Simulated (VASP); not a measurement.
# Sn (P6_3/mmc) in VASP: a series of runs

Runs on Sn. Level: r2SCAN. Tasks: single point.

All numbers are computed with VASP 6.6.1; they aren't measurements. Logs are shortened: lines on timing, memory, paths and dates and some standing lists are left out, and cuts for length are marked.

## Step 1: The cell of the first run

It takes space group P6_3/mmc (No. 194, hexagonal). The conventional cell has a = 4.656 Å, b = 4.656 Å, c = 7.683 Å, α = 90.00°, β = 90.00°, γ = 120.00°. Sn (site symmetry 3m) has 4 Sn at 2.85 to 2.88 Å within 3.8 Å.

This isn't the form of Sn at room conditions, which is tetragonal (white tin).

## Step 2: Single point, r2SCAN

The input, POSCAR:

```
Sn
1.0
    4.6562556551      0.0000000000      0.0000000000
   -2.3281278275      4.0324356838      0.0000000000
    0.0000000000      0.0000000000      7.6828218308
Sn
4
Direct
    0.3333333333      0.6666666667      0.4375000000
    0.6666666667      0.3333333333      0.9375000000
    0.6666666667      0.3333333333      0.5625000000
    0.3333333333      0.6666666667      0.0625000000
```

The input, INCAR.step1:

```
  PREC = Accurate
  ENCUT = 550
  ISMEAR = 0
  SIGMA = 0.1
  LREAL = False
  LASPH = True
  NELM = 120
  NBANDS = 36
  GGA = PE
  ALGO = Normal
  EDIFF = 1E-5
  LWAVE = True
  LCHARG = False
  GGA_COMPAT = False
```

The input, INCAR.step2:

```
  PREC = Accurate
  ENCUT = 550
  EDIFF = 1E-6
  ISMEAR = 0
  SIGMA = 0.1
  LREAL = False
  LASPH = True
  NELM = 120
  ALGO = Normal
  ISIF = 2
  LWAVE = False
  LCHARG = False
  METAGGA = R2SCAN
  LMIXTAU = True
  NBANDS = 36
  ISTART = 1
  GGA_COMPAT = False
```

The input, KPOINTS:

```
regular mesh
0
Gamma
  6 6 4
```

Potentials or basis: VASP PAW PBE potentials, release 64 (Sn_d).

Run with:

```sh
$ cat potpaw_PBE.64/Sn_d/POTCAR > POTCAR
$ cp INCAR.step1 INCAR
$ mpirun -np 1 vasp_std > vasp.out
$ cp INCAR.step2 INCAR
$ mpirun -np 1 vasp_std > vasp.out
```

OUTCAR:

```text
PREC = Accurate
   ENCUT = 550
   EDIFF = 1E-6
   ISMEAR = 0
   LREAL = False
   LASPH = True
   NELM = 120
   ISIF = 2
   METAGGA = R2SCAN
   ISTART = 1

 ion  position               nearest neighbor table
   1  0.333  0.667  0.438-   3 2.85   3 2.85   3 2.85   4 2.88
   2  0.667  0.333  0.938-   4 2.85   4 2.85   4 2.85   3 2.88
   3  0.667  0.333  0.562-   1 2.85   1 2.85   1 2.85   2 2.88
   4  0.333  0.667  0.062-   2 2.85   2 2.85   2 2.85   1 2.88

  LATTYP: Found a hexagonal cell.
 ALAT       =     4.6562556551
 C/A-ratio  =     1.6500000000

  Lattice vectors:

 A1 = (   4.6562556551,   0.0000000000,   0.0000000000)
 A2 = (  -2.3281278275,   4.0324356838,   0.0000000000)
 A3 = (   0.0000000000,   0.0000000000,   7.6828218308)

Analysis of symmetry for initial positions (statically):
=====================================================================
 Subroutine PRICEL returns:
 Original cell was already a primitive cell.

 Routine SETGRP: Setting up the symmetry group for a
 hexagonal supercell.

 Subroutine GETGRP returns: Found 24 space group operations
 (whereof 12 operations were pure point group operations)
 out of a pool of 24 trial point group operations.

The static configuration has the point symmetry D_3d.
 The point group associated with its full space group is D_6h.

Analysis of symmetry for dynamics (positions and initial velocities):
=====================================================================
 Subroutine PRICEL returns:
 Original cell was already a primitive cell.

 Routine SETGRP: Setting up the symmetry group for a
 hexagonal supercell.

 Subroutine GETGRP returns: Found 24 space group operations
 (whereof 12 operations were pure point group operations)
 out of a pool of 24 trial point group operations.

The dynamic configuration has the point symmetry D_3d.
 The point group associated with its full space group is D_6h.

 Subroutine INISYM returns: Found 24 space group operations
 (whereof 12 operations are pure point group operations),
 and found     1 'primitive' translations

----------------------------------------------------------------------------------------

                                     Primitive cell

  volume of cell :     144.2531

  direct lattice vectors                    reciprocal lattice vectors
     4.656255655  0.000000000  0.000000000     0.214764840  0.123994538  0.000000000
    -2.328127827  4.032435684  0.000000000     0.000000000  0.247989076  0.000000000
     0.000000000  0.000000000  7.682821831     0.000000000  0.000000000  0.130160509
[... 85 lines left out ...]
   LREAL  =      F    real-space projection
   EDIFFG = 0.1E-04   stopping-criterion for IOM
   NSW    =      0    number of steps for IOM
   IBRION =     -1    ionic relax: 0-MD 1-quasi-New 2-CG
   NFREE  =      0    steps in history (QN), initial steepest desc. (CG)
   ISIF   =      2    stress and relaxation
   ISYM   =      2    0-nonsym 1-usesym 2-fastsym
   POTIM  = 0.5000    time-step for ionic-motion
   TEBEG  =    0.0;   TEEND  =   0.0 temperature during run
   PSTRESS=    0.0 pullay stress
   NELECT =      56.0000    total number of electrons
   NUPDOWN=      -1.0000    fix difference up-down
   EMIN   =  10.00;   EMAX   =-10.00  energy-range for DOS
   EFERMI =   0.00;   METHOD = LEGACY
   ISMEAR =     0;   SIGMA  =   0.10  broadening in eV -4-tet -1-fermi 0-gaus
   EFERMI_NEDOS =   21; number of points for ismear=-14 and -15
   IALGO  =     38    algorithm
   IMIX   =      4    mixing-type and parameters
     AMIX     =   0.40;   BMIX     =  1.00
     AMIX_MAG =   1.60;   BMIX_MAG =  1.00
  volume/ion in A,a.u.               =      36.06       243.37
  Fermi-wavevector in a.u.,A,eV,Ry     =   1.194252  2.256808 19.405131  1.426237
  Thomas-Fermi vector in A             =   2.330246
   LORBIT       =      0    0 simple, 1 ext, 2 COOP (PROOUT), +10 PAW based schemes
   METAGGA = R2SCAN    functional components
   LHFCALC =     F    Hartree Fock is set to
   AEXX    =    0.0000 exact exchange contribution
   IVDW    =     0    specifies the selected vdW correction
   LEPSILON=     F    determine dielectric tensor
   LRPA    =     F    only Hartree local field effects (RPA)
 non-spin polarized calculation
 Gauss-broadening in eV      SIGMA  =   0.10
  energy-cutoff  :      550.00
  volume of cell :      144.25
 maximum number of plane-waves:      4263
 NGX is ok and might be reduce to    36
   NGX = 17   NGY = 17   NGZ = 29

 number of electron      56.0000017 magnetization

 Free energy of the ion-electron system (eV)
  ---------------------------------------------------
  ext. energy  EPLUGINS =         0.00000000
  ---------------------------------------------------
  free energy    TOTEN  =       -98.89974930 eV

  energy without entropy =      -98.89844660  energy(sigma->0) =      -98.89909795

 E-fermi :   4.9964     XC(G=0):  -9.3302

 val. band max:        4.9562234174   @ k =   0.0000   0.0000   0.0000
 cond. band min:       5.0605938790   @ k =   0.0000   0.0000   0.2500
 fundamental gap:      0.1043704616
 Fermi energy:         4.9963776694

 k-point     1 :       0.0000    0.0000    0.0000
  band No.  band energies     occupation
      1     -17.3265      2.00000
      2     -17.3265      2.00000
      3     -17.2773      2.00000
      4     -17.2773      2.00000
      5     -17.2724      2.00000
      6     -17.2507      2.00000
[... 808 lines left out ...]
     35      10.4643      0.00000
     36      10.4643      0.00000

------------------------ aborting loop because EDIFF is reached ----------------------------------------

  FORCE on cell =-STRESS in cart. coord.  units (eV):
  Direction    XX          YY          ZZ          XY          YZ          ZX
  --------------------------------------------------------------------------------------
  -------------------------------------------------------------------------------------
  Total       -0.5117655     -0.5117655     -1.0500719     -0.0000000      0.0000000      0.0000000
  in kB       -5.6840324     -5.6840324    -11.6628474     -0.0000000      0.0000000      0.0000000
  external PRESSURE =      -7.6769707 kB  Pullay stress =       0.0000000 kB

 VOLUME and BASIS-vectors are now :
 -----------------------------------------------------------------------------
  energy-cutoff  :      550.00
  volume of cell :      144.25
      direct lattice vectors                 reciprocal lattice vectors
     4.656255655  0.000000000  0.000000000     0.214764840  0.123994538  0.000000000
    -2.328127827  4.032435684  0.000000000     0.000000000  0.247989076  0.000000000
     0.000000000  0.000000000  7.682821831     0.000000000  0.000000000  0.130160509

 POSITION                                       TOTAL-FORCE (eV/Angst)
 -----------------------------------------------------------------------------------
     -0.00000      2.68829      3.36123         0.000000      0.000000     -0.053264
      2.32813      1.34415      7.20265        -0.000000      0.000000     -0.053264
      2.32813      1.34415      4.32159         0.000000     -0.000000      0.053264
     -0.00000      2.68829      0.48018         0.000000      0.000000      0.053264
 -----------------------------------------------------------------------------------
    total drift:                               -0.000000      0.000000      0.000000

  FREE ENERGIE OF THE ION-ELECTRON SYSTEM (eV)
  ---------------------------------------------------
  free  energy   TOTEN  =       -98.8997492987 eV

  energy  without entropy=      -98.8984465964  energy(sigma->0) =      -98.89909795
```

OSZICAR.step1:

```text
N       E                     dE             d eps       ncg     rms          rms(c)
DAV:   1     0.565816088502E+03    0.56582E+03   -0.29400E+04  1536   0.231E+03
DAV:   2     0.633412189897E+02   -0.50247E+03   -0.49386E+03  1512   0.579E+02
DAV:   3    -0.117963756555E+02   -0.75138E+02   -0.74331E+02  1724   0.199E+02
DAV:   4    -0.152858502233E+02   -0.34895E+01   -0.34792E+01  1704   0.481E+01
DAV:   5    -0.153909650066E+02   -0.10511E+00   -0.10510E+00  1996   0.833E+00    0.422E+00
DAV:   6    -0.153209518038E+02    0.70013E-01   -0.65433E-02  1972   0.233E+00    0.249E+00
DAV:   7    -0.152861155513E+02    0.34836E-01   -0.93684E-02  1628   0.260E+00    0.231E-01
DAV:   8    -0.152902185230E+02   -0.41030E-02   -0.14645E-02  1652   0.120E+00    0.640E-02
DAV:   9    -0.152906434469E+02   -0.42492E-03   -0.83950E-04  2080   0.245E-01    0.394E-02
DAV:  10    -0.152909302031E+02   -0.28676E-03   -0.49183E-04  1608   0.103E-01    0.110E-02
DAV:  11    -0.152909387934E+02   -0.85902E-05   -0.11484E-05  1304   0.217E-02
   1 F= -.15290939E+02 E0= -.15289934E+02  d E =-.200986E-02
```

Wall time 11 min (1 thread of Oxide Virtual Turin-like, shared host); peak memory 0.29 GiB.

What came out:

- Free energy: -98.8997 eV
- Pressure: -0.8 GPa
- Largest force: 0.053 eV/Å

Forces on the atoms (eV/Å):
```
Sn   0.000  0.000 -0.053
Sn   0.000  0.000 -0.053
Sn   0.000  0.000  0.053
Sn   0.000  0.000  0.053
```

Stress tensor (GPa, compression positive):
```
-0.57  0.00  0.00
 0.00 -0.57  0.00
 0.00  0.00 -1.17
```

Caveat: the PAW data sets were made with another functional, which shifts forces and pressure a little; spin-orbit coupling is left out, which moves the levels of the heavy elements.

## Step 3: Single point, r2SCAN

This run uses another cell than the first one, of 35.37 Å³/atom.

The input, POSCAR:

```
Sn
1.0
    4.6275495086      0.0000000000      0.0000000000
   -2.3137747543      4.0075754318      0.0000000000
    0.0000000000      0.0000000000      7.6287050487
Sn
4
Direct
    0.3333333333      0.6666666667      0.4370038183
    0.6666666667      0.3333333333      0.9370038183
    0.6666666667      0.3333333333      0.5629961817
    0.3333333333      0.6666666667      0.0629961817
```

The input, INCAR.step1:

```
SYSTEM = Sn
ALGO = Normal
EDIFF = 1E-5
ENCUT = 550
GGA = PE
GGA_COMPAT = .False.
ISMEAR = 0
LASPH = .True.
LCHARG = .False.
LREAL = .False.
LWAVE = .True.
NBANDS = 36
NELM = 120
PREC = Accurate
SIGMA = 0.01
```

The input, INCAR.step2:

```
SYSTEM = Sn
ALGO = Normal
EDIFF = 1E-6
ENCUT = 550
GGA_COMPAT = .False.
ISIF = 2
ISMEAR = 0
ISTART = 1
LASPH = .True.
LCHARG = .False.
LMIXTAU = .True.
LREAL = .False.
LWAVE = .False.
METAGGA = R2SCAN
NBANDS = 36
NELM = 120
PREC = Accurate
SIGMA = 0.01
```

The input, KPOINTS:

```
k-points
0
Gamma
  9 9 6
  0 0 0
```

Potentials or basis: VASP PAW PBE potentials, release 64 (Sn_d).

Run with:

```sh
$ cat potpaw_PBE.64/Sn_d/POTCAR > POTCAR
$ cp INCAR.step1 INCAR
$ mpirun -np 1 vasp_std > vasp.out
$ cp INCAR.step2 INCAR
$ mpirun -np 1 vasp_std > vasp.out
```

Wall time 23 min (1 thread of Oxide Virtual Turin-like, shared host); peak memory 0.37 GiB.

It converged, with:

| Property | Result |
| --- | --- |
| Free energy | -98.9293 eV |
| Pressure | 0.0 GPa |
| Largest force | 0.006 eV/Å |

Forces on the atoms (eV/Å):
```
Sn   0.000  0.000  0.006
Sn   0.000  0.000  0.006
Sn   0.000  0.000 -0.006
Sn   0.000  0.000 -0.006
```

Levels at points of the mesh, in eV from the Fermi level:
| k point | band 24 | band 25 | band 26 | band 27 | band 28 | band 29 | band 30 | band 31 | band 32 | band 33 |
| --- | --- | --- | --- | --- | --- | --- | --- | --- | --- | --- |
| (0.00, 0.00, 0.00) | -1.22 | -1.22 | -0.53 | -0.09 | -0.06 | 0.13 | 0.13 | 2.07 | 2.07 | 2.44 |
| (0.00, 0.00, 0.50) | -4.18 | -0.69 | -0.69 | -0.69 | -0.69 | 0.53 | 0.53 | 3.02 | 3.02 | 3.02 |

Caveat: the PAW data sets were made with another functional, which shifts forces and pressure a little; spin-orbit coupling is left out, which moves the levels of the heavy elements.
